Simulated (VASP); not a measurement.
# Hf (P6_3/mmc) in VASP: a series of runs

Hf is run at these levels: LDA; tasks: single point, relaxation of volume and atoms at fixed shape.

Everything below comes from runs of VASP 6.6.1. Logs are shortened: lines on timing, memory, paths and dates and some standing lists are left out, and cuts for length are marked.

## 1. The cell of the first run

The structure is hexagonal, space group P6_3/mmc (No. 194). The conventional cell has a = 3.120 Å, b = 3.120 Å, c = 4.937 Å, α = 90.00°, β = 90.00°, γ = 120.00°. Within 4.0 Å of Hf (site symmetry -6m2) lie 12 Hf at 3.06 to 3.12 Å.

## 2. Single point, LDA

The input, INCAR:

```
PREC = Accurate
ENCUT = 520
EDIFF = 1E-6
ISMEAR = 0
SIGMA = 0.1
LREAL = F
LASPH = T
NELM = 100
ALGO = Normal
ISIF = 2
LWAVE = F
LCHARG = F
NBANDS = 17
```

The input, KPOINTS:

```
Automatic mesh
0
Gamma
  16 16 9
```

The input, POSCAR:

```
Hf
1.0
    3.1204287636      0.0000000000      0.0000000000
   -1.5602143818      2.7023705800      0.0000000000
    0.0000000000      0.0000000000      4.9371240953
Hf
2
Direct
    0.3333333333      0.6666666667      0.2500000000
    0.6666666667      0.3333333333      0.7500000000
```

Potentials or basis: VASP PAW LDA potentials, release 64 (Hf_pv).

Launch:

```bash
cat potpaw_LDA.64/Hf_pv/POTCAR > POTCAR
mpirun -np 1 vasp_std > vasp.out
```

OUTCAR:

```text
PREC = Accurate
   ENCUT = 520
   EDIFF = 1E-6
   ISMEAR = 0
   LREAL = F
   LASPH = T
   NELM = 100
   ISIF = 2

 ion  position               nearest neighbor table
   1  0.333  0.667  0.250-   2 3.06   2 3.06   2 3.06   2 3.06   2 3.06   2 3.06
   2  0.667  0.333  0.750-   1 3.06   1 3.06   1 3.06   1 3.06   1 3.06   1 3.06

  LATTYP: Found a hexagonal cell.
 ALAT       =     3.1204287636
 C/A-ratio  =     1.5821941372

  Lattice vectors:

 A1 = (   3.1204287636,   0.0000000000,   0.0000000000)
 A2 = (  -1.5602143818,   2.7023705800,   0.0000000000)
 A3 = (   0.0000000000,   0.0000000000,   4.9371240953)

Analysis of symmetry for initial positions (statically):
=====================================================================
 Subroutine PRICEL returns:
 Original cell was already a primitive cell.

 Routine SETGRP: Setting up the symmetry group for a
 hexagonal supercell.

 Subroutine GETGRP returns: Found 24 space group operations
 (whereof 12 operations were pure point group operations)
 out of a pool of 24 trial point group operations.

The static configuration has the point symmetry D_3d.
 The point group associated with its full space group is D_6h.

Analysis of symmetry for dynamics (positions and initial velocities):
=====================================================================
 Subroutine PRICEL returns:
 Original cell was already a primitive cell.

 Routine SETGRP: Setting up the symmetry group for a
 hexagonal supercell.

 Subroutine GETGRP returns: Found 24 space group operations
 (whereof 12 operations were pure point group operations)
 out of a pool of 24 trial point group operations.

The dynamic configuration has the point symmetry D_3d.
 The point group associated with its full space group is D_6h.

 Subroutine INISYM returns: Found 24 space group operations
 (whereof 12 operations are pure point group operations),
 and found     1 'primitive' translations

----------------------------------------------------------------------------------------

                                     Primitive cell

  volume of cell :      41.6326

  direct lattice vectors                    reciprocal lattice vectors
     3.120428764  0.000000000  0.000000000     0.320468780  0.185022737  0.000000000
    -1.560214382  2.702370580  0.000000000     0.000000000  0.370045473  0.000000000
     0.000000000  0.000000000  4.937124095     0.000000000  0.000000000  0.202547066

  length of vectors
     3.120428764  3.120428764  4.937124095     0.370045473  0.370045473  0.202547066

  position of ions in fractional coordinates (direct lattice)
     0.333333333  0.666666667  0.250000000
     0.666666667  0.333333333  0.750000000

  ion indices of the primitive-cell ions
   primitive index   ion index
                 1           1
                 2           2

----------------------------------------------------------------------------------------

 KPOINTS: Automatic mesh

Automatic generation of k-mesh.
 Grid dimensions read from file:
 generate k-points for:   16   16    9

 Generating k-lattice:

  Cartesian coordinates                     Fractional coordinates (reciprocal lattice)
     0.020029299  0.011563921  0.000000000     0.062500000 -0.000000000  0.000000000
     0.000000000  0.023127842  0.000000000     0.000000000  0.062500000  0.000000000
     0.000000000  0.000000000  0.022505230     0.000000000  0.000000000  0.111111111

  Length of vectors
     0.023127842  0.023127842  0.022505230

  Shift w.r.t. Gamma in fractional coordinates (k-lattice)
     0.000000000  0.000000000  0.000000000

 Subroutine IBZKPT returns following result:
 ===========================================

 Found    150 irreducible k-points:

 Following reciprocal coordinates:
            Coordinates               Weight
  0.000000  0.000000  0.000000      1.000000
  0.062500  0.000000  0.000000      6.000000
  0.125000  0.000000  0.000000      6.000000
  0.187500  0.000000  0.000000      6.000000
  0.250000  0.000000  0.000000      6.000000
  0.312500  0.000000  0.000000      6.000000
[... 16 lines left out ...]
  0.187500  0.187500  0.000000      6.000000
  0.250000  0.187500  0.000000     12.000000
 [... further k-points ...]
   k-points           NKPTS =    150   k-points in BZ     NKDIM =    150   number of bands    NBANDS=     17
   number of dos      NEDOS =    301   number of ions     NIONS =      2
   total plane-waves  NPLWV =  23040
   dimension x,y,z NGX =    24 NGY =   24 NGZ =   40
   dimension x,y,z NGXF=    48 NGYF=   48 NGZF=   80
   ions per type =               2
   NGX,Y,Z   is equivalent  to a cutoff of  12.79, 12.79, 13.47 a.u.
   NGXF,Y,Z  is equivalent  to a cutoff of  25.57, 25.57, 26.94 a.u.
 SYSTEM =  unknown system
   PREC   = accura    normal or accurate (medium, high low for compatibility)
   ISTART =      0    job   : 0-new  1-cont  2-samecut
   ICHARG =      2    charge: 1-file 2-atom 10-const
   ISPIN  =      1    spin polarized calculation?
   LNONCOLLINEAR =      F non collinear calculations
   LSORBIT =      F    spin-orbit coupling
   LASPH  =      T    aspherical Exc in radial PAW
   ENCUT  =  520.0 eV  38.22 Ry    6.18 a.u.   5.80  5.80  9.18*2*pi/ulx,y,z
   NELM   =    100;   NELMIN=  2; NELMDL= -5     # of ELM steps
   EDIFF  = 0.1E-05   stopping-criterion for ELM
   LREAL  =      F    real-space projection
   EDIFFG = 0.1E-04   stopping-criterion for IOM
   NSW    =      0    number of steps for IOM
   IBRION =     -1    ionic relax: 0-MD 1-quasi-New 2-CG
   NFREE  =      0    steps in history (QN), initial steepest desc. (CG)
   ISIF   =      2    stress and relaxation
   ISYM   =      2    0-nonsym 1-usesym 2-fastsym
   POTIM  = 0.5000    time-step for ionic-motion
   TEBEG  =    0.0;   TEEND  =   0.0 temperature during run
   PSTRESS=    0.0 pullay stress
   NELECT =      20.0000    total number of electrons
   NUPDOWN=      -1.0000    fix difference up-down
   EMIN   =  10.00;   EMAX   =-10.00  energy-range for DOS
   EFERMI =   0.00;   METHOD = LEGACY
   ISMEAR =     0;   SIGMA  =   0.10  broadening in eV -4-tet -1-fermi 0-gaus
   EFERMI_NEDOS =   21; number of points for ismear=-14 and -15
   IALGO  =     38    algorithm
   IMIX   =      4    mixing-type and parameters
     AMIX     =   0.40;   BMIX     =  1.00
     AMIX_MAG =   1.60;   BMIX_MAG =  1.00
  volume/ion in A,a.u.               =      20.82       140.48
  Fermi-wavevector in a.u.,A,eV,Ry     =   1.282155  2.422921 22.366898  1.643921
  Thomas-Fermi vector in A             =   2.414483
   LORBIT       =      0    0 simple, 1 ext, 2 COOP (PROOUT), +10 PAW based schemes
   GGA     = CA    functional components
   LHFCALC =     F    Hartree Fock is set to
   AEXX    =    0.0000 exact exchange contribution
   IVDW    =     0    specifies the selected vdW correction
   LEPSILON=     F    determine dielectric tensor
   LRPA    =     F    only Hartree local field effects (RPA)
 non-spin polarized calculation
 Gauss-broadening in eV      SIGMA  =   0.10
  energy-cutoff  :      520.00
  volume of cell :       41.63
 maximum number of plane-waves:      1140
 NGX is ok and might be reduce to    24
   NGX = 11   NGY = 11   NGZ = 19

 number of electron      19.9999998 magnetization

 Free energy of the ion-electron system (eV)
  ---------------------------------------------------
  ext. energy  EPLUGINS =         0.00000000
  ---------------------------------------------------
  free energy    TOTEN  =       -21.39553692 eV

  energy without entropy =      -21.38902739  energy(sigma->0) =      -21.39228215

 E-fermi :   5.3158     XC(G=0): -11.8027

 val. band max:        5.2965620617   @ k =   0.0625   0.0625   0.4444
 cond. band min:       5.3267155694   @ k =   0.2500   0.1875   0.4444
 fundamental gap:      0.0301535077
 Fermi energy:         5.3157702263

 k-point     1 :       0.0000    0.0000    0.0000
  band No.  band energies     occupation
      1     -25.6018      2.00000
      2     -24.6421      2.00000
      3     -24.6421      2.00000
      4     -24.4785      2.00000
      5     -24.4785      2.00000
      6     -24.4785      2.00000
[... 9 lines left out ...]
     16       8.0021      0.00000
     17      10.9502      0.00000

 k-point     2 :       0.0625    0.0000    0.0000
  band No.  band energies     occupation
      1     -25.5887      2.00000
      2     -24.6707      2.00000
      3     -24.6517      2.00000
      4     -24.5089      2.00000
      5     -24.4845      2.00000
      6     -24.4822      2.00000
[... 9 lines left out ...]
     16       7.8758      0.00000
     17      11.0637      0.00000

 k-point     3 :       0.1250    0.0000    0.0000
  band No.  band energies     occupation
      1     -25.5503      2.00000
      2     -24.7523      2.00000
      3     -24.6784      2.00000
      4     -24.5939      2.00000
      5     -24.5025      2.00000
      6     -24.4932      2.00000
[... 9 lines left out ...]
     16       7.7868      0.00000
     17      11.3098      0.00000

 k-point     4 :       0.1875    0.0000    0.0000
  band No.  band energies     occupation
      1     -25.4897      2.00000
      2     -24.8742      2.00000
      3     -24.7171      2.00000
      4     -24.7169      2.00000
      5     -24.5327      2.00000
      6     -24.5107      2.00000
[... 9 lines left out ...]
     16       8.3413      0.00000
     17      11.5973      0.00000

 k-point     5 :       0.2500    0.0000    0.0000
  band No.  band energies     occupation
      1     -25.4115      2.00000
      2     -25.0176      2.00000
      3     -24.8561      2.00000
      4     -24.7610      2.00000
      5     -24.5747      2.00000
      6     -24.5325      2.00000
[... 9 lines left out ...]
     16       9.0765      0.00000
     17      11.8465      0.00000

 k-point     6 :       0.3125    0.0000    0.0000
  band No.  band energies     occupation
      1     -25.3226      2.00000
      2     -25.1602      2.00000
      3     -24.9896      2.00000
      4     -24.8035      2.00000
      5     -24.6273      2.00000
      6     -24.5552      2.00000
[... 9 lines left out ...]
     16       9.9394      0.00000
     17      12.0301      0.00000

 k-point     7 :       0.3750    0.0000    0.0000
  band No.  band energies     occupation
      1     -25.2800      2.00000
      2     -25.2328      2.00000
      3     -25.0990      2.00000
      4     -24.8387      2.00000
      5     -24.6861      2.00000
      6     -24.5750      2.00000
[... 9 lines left out ...]
     16      10.8444      0.00000
     17      12.1481      0.00000

 k-point     8 :       0.4375    0.0000    0.0000
  band No.  band energies     occupation
      1     -25.3594      2.00000
      2     -25.1704      2.00000
      3     -25.1584      2.00000
      4     -24.8619      2.00000
      5     -24.7399      2.00000
      6     -24.5885      2.00000
[... 9 lines left out ...]
     16      11.6928      0.00000
     17      12.2115      0.00000
[... 203 lines left out ...]
      1     -25.2928      2.00000
      2     -25.1473      2.00000
      3     -25.0412      2.00000
      4     -24.8134      2.00000
      5     -24.6459      2.00000
      6     -24.6154      2.00000
[... 9 lines left out ...]
     16      10.6852      0.00000
     17      11.7895      0.00000

 k-point    20 :       0.3125    0.1250    0.0000
  band No.  band energies     occupation
      1     -25.2575      2.00000
      2     -25.2044      2.00000
      3     -25.1074      2.00000
      4     -24.8738      2.00000
      5     -24.7057      2.00000
      6     -24.6426      2.00000
[... 9 lines left out ...]
     16      11.6893      0.00000
     17      11.8592      0.00000

 k-point    21 :       0.3750    0.1250    0.0000
  band No.  band energies     occupation
      1     -25.3302      2.00000
      2     -25.1505      2.00000
      3     -25.1292      2.00000
      4     -24.9147      2.00000
      5     -24.7617      2.00000
      6     -24.6605      2.00000
[... 9 lines left out ...]
     16      11.8960      0.00000
     17      12.5707      0.00000

 k-point    22 :       0.4375    0.1250    0.0000
  band No.  band energies     occupation
      1     -25.3555      2.00000
      2     -25.1655      2.00000
      3     -25.0962      2.00000
      4     -24.9291      2.00000
      5     -24.7879      2.00000
      6     -24.6668      2.00000
[... 9 lines left out ...]
     16      11.9072      0.00000
     17      12.8973      0.00000

 k-point    23 :       0.1875    0.1875    0.0000
  band No.  band energies     occupation
      1     -25.3007      2.00000
      2     -25.0846      2.00000
      3     -25.0748      2.00000
      4     -24.7957      2.00000
      5     -24.6407      2.00000
      6     -24.6383      2.00000
[... 9 lines left out ...]
     16      10.6818      0.00000
     17      11.6861      0.00000

 k-point    24 :       0.2500    0.1875    0.0000
  band No.  band energies     occupation
      1     -25.2146      2.00000
      2     -25.1917      2.00000
      3     -25.1165      2.00000
      4     -24.8638      2.00000
      5     -24.6982      2.00000
      6     -24.6884      2.00000
[... 9 lines left out ...]
     16      11.6724      0.00000
     17      11.6850      0.00000

 [... further k-points ...]

------------------------ aborting loop because EDIFF is reached ----------------------------------------

  FORCE on cell =-STRESS in cart. coord.  units (eV):
  Direction    XX          YY          ZZ          XY          YZ          ZX
  --------------------------------------------------------------------------------------
  -------------------------------------------------------------------------------------
  Total        0.0142294      0.0142294      0.0385637      0.0000000      0.0000000     -0.0000000
  in kB        0.5476005      0.5476005      1.4840741      0.0000000      0.0000000     -0.0000000
  external PRESSURE =       0.8597584 kB  Pullay stress =       0.0000000 kB

 VOLUME and BASIS-vectors are now :
 -----------------------------------------------------------------------------
  energy-cutoff  :      520.00
  volume of cell :       41.63
      direct lattice vectors                 reciprocal lattice vectors
     3.120428764  0.000000000  0.000000000     0.320468780  0.185022737  0.000000000
    -1.560214382  2.702370580  0.000000000     0.000000000  0.370045473  0.000000000
     0.000000000  0.000000000  4.937124095     0.000000000  0.000000000  0.202547066

 POSITION                                       TOTAL-FORCE (eV/Angst)
 -----------------------------------------------------------------------------------
     -0.00000      1.80158      1.23428         0.000000      0.000000      0.000000
      1.56021      0.90079      3.70284        -0.000000      0.000000      0.000000
 -----------------------------------------------------------------------------------
    total drift:                               -0.000000      0.000000     -0.000000

  FREE ENERGIE OF THE ION-ELECTRON SYSTEM (eV)
  ---------------------------------------------------
  free  energy   TOTEN  =       -21.3955369165 eV

  energy  without entropy=      -21.3890273875  energy(sigma->0) =      -21.39228215
```

Run time: 25 s. Hardware: 1 thread of Intel Xeon 6975P-C (Granite Rapids), shared host; peak memory 0.2 GiB.

Results:

* Free energy: -21.3955 eV
* Pressure: 0.1 GPa
* Band gap on the k mesh: zero (bands 10 and 11 overlap by 1.37 eV)

Levels at points of the mesh, in eV from the Fermi level:
```tsv
k point	band 6	band 7	band 8	band 9	band 10	band 11	band 12	band 13	band 14	band 15
(0.00, 0.00, 0.00)	-29.79	-7.56	-3.94	1.07	1.12	1.12	1.42	2.01	2.01	2.69
(0.50, 0.00, 0.00)	-29.91	-3.46	-3.04	-2.47	-0.57	0.69	0.96	1.79	6.28	6.85
```

Caveat: spin-orbit coupling is left out, which moves the levels of the heavy elements.

## 3. Relaxation of volume and atoms at fixed shape, LDA

This run uses another cell than the first one, of 22.38 Å³/atom.

The input, INCAR:

```
ALGO = Normal
EDIFF = 1E-6
EDIFFG = -0.01
ENCUT = 600
GGA = CA
IBRION = 2
ISIF = 8
ISMEAR = 0
LASPH = T
LCHARG = F
LREAL = F
LWAVE = F
NELM = 80
NSW = 80
PREC = Accurate
SIGMA = 0.1
```

The input, KPOINTS:

```
k-points
0
Gamma
  16 16 9
```

The input, POSCAR:

```
Hf
1.0
    3.1967000000      0.0000000000      0.0000000000
   -1.5983500000      2.7684234100      0.0000000000
    0.0000000000      0.0000000000      5.0578000000
Hf
2
Direct
    0.3333333339      0.6666666679      0.2500000000
    0.6666666661      0.3333333321      0.7500000000
```

Potentials or basis: VASP PAW LDA potentials, release 64 (Hf_pv).

Launch:

```bash
cat potpaw_LDA.64/Hf_pv/POTCAR > POTCAR
mpirun -np 1 vasp_std > vasp.out
```

It took 97 s on 1 thread of Intel Xeon 6975P-C (Granite Rapids), shared host; peak memory 0.24 GiB.

It converged, with:

```yaml
Free_energy: -21.3960 eV
Relaxed_volume: 20.83 Å³/atom
Relaxed_cell: a = 3.121 Å, b = 3.121 Å, c = 4.938 Å, α = 90.00°, β = 90.00°, γ = 120.00°
Space_group_after_relaxing_to_0.1_Å: P6_3/mmc (No. 194)
Energy_gained_by_relaxing: 39.2 meV/atom
Ionic_steps: 4
Pressure_after_relaxing: 0.0 GPa
Band_gap_on_the_k_mesh: zero (bands 10 and 11 overlap by 1.37 eV)
```

Stress tensor (GPa, compression positive):
```
-0.04  0.00  0.00
 0.00 -0.04  0.00
 0.00  0.00  0.05
```

Step by step:
```
step  energy change (eV)  largest force (eV/Å)  pressure (GPa)  volume (Å³)
   1              0.0000                0.0000           -7.69        44.76
   2              0.0497                0.0000           12.51        38.15
   3             -0.0783                0.0000           -0.18        41.72
   4             -0.0783                0.0000           -0.01        41.66
```

Final structure:
```
Hf
1.0
     3.12120    0.00000    0.00000
    -1.56060    2.70304    0.00000
     0.00000    0.00000    4.93834
Hf
2
Direct
  0.33333 0.66667 0.25000
  0.66667 0.33333 0.75000
```

Levels at points of the mesh, in eV from the Fermi level:
| k point | band 8 | band 9 | band 10 | band 11 | band 12 | band 13 |
| --- | --- | --- | --- | --- | --- | --- |
| (0.00, 0.00, 0.00) | -3.94 | 1.07 | 1.12 | 1.12 | 1.42 | 2.01 |
| (0.50, 0.00, 0.00) | -3.04 | -2.47 | -0.57 | 0.69 | 0.96 | 1.78 |

Caveat: spin-orbit coupling is left out, which moves the levels of the heavy elements.

The gap in the log of VASP goes by the Fermi energy; the results here count the filled bands.